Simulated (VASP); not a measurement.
# Hg: single point with PBEsol

Hg:

```
Hg
1.0
     0.00000    2.26573    2.26573
     2.26573    0.00000    2.26573
     2.26573    2.26573    0.00000
Hg
1
Direct
  0.00000 0.00000 0.00000
```

| Item | Value |
| --- | --- |
| Program | VASP 6.6.1 |
| Task | single point |
| Functional | PBEsol |
| Potentials or basis | VASP PAW PBE potentials, release 64 (Hg) |
| Cutoff | 520 eV |
| k mesh | 16 × 16 × 16 |
| Occupations | gaussian, width 0.1 eV |
| Spin | no spin polarisation |
| Dipole correction | no |
| Further INCAR settings | ALGO = Normal; EDIFF = 1e-06; NBANDS = 12 |

```
Pressure               : 0.3 GPa
Band gap on the k mesh : zero (band 6 reaches 3.10 eV, above the bottom of band 7 at 1.08 eV)
```

Levels at points of the mesh, in eV from the Fermi level:
```csv
k point,band 3,band 4,band 5,band 6,band 7,band 8,band 9,band 10
"(0.00, 0.00, 0.00)",-6.90,-6.90,-6.23,-6.23,13.68,14.97,14.97,14.97
"(0.50, 0.00, 0.00)",-6.90,-5.68,-5.68,-1.60,-1.45,12.65,12.65,12.92
"(0.50, 0.50, 0.00)",-5.71,-5.53,-5.53,-0.17,0.65,7.10,7.10,11.61
```

It took 8.6 s on 1 thread of Intel(R) Xeon(R) 6975P-C (Granite Rapids), on a shared host, peak memory 0.16 GiB.

Caveat: the PAW data sets were made with another functional, which shifts forces and pressure a little; spin-orbit coupling is left out, which moves the levels of the heavy elements.
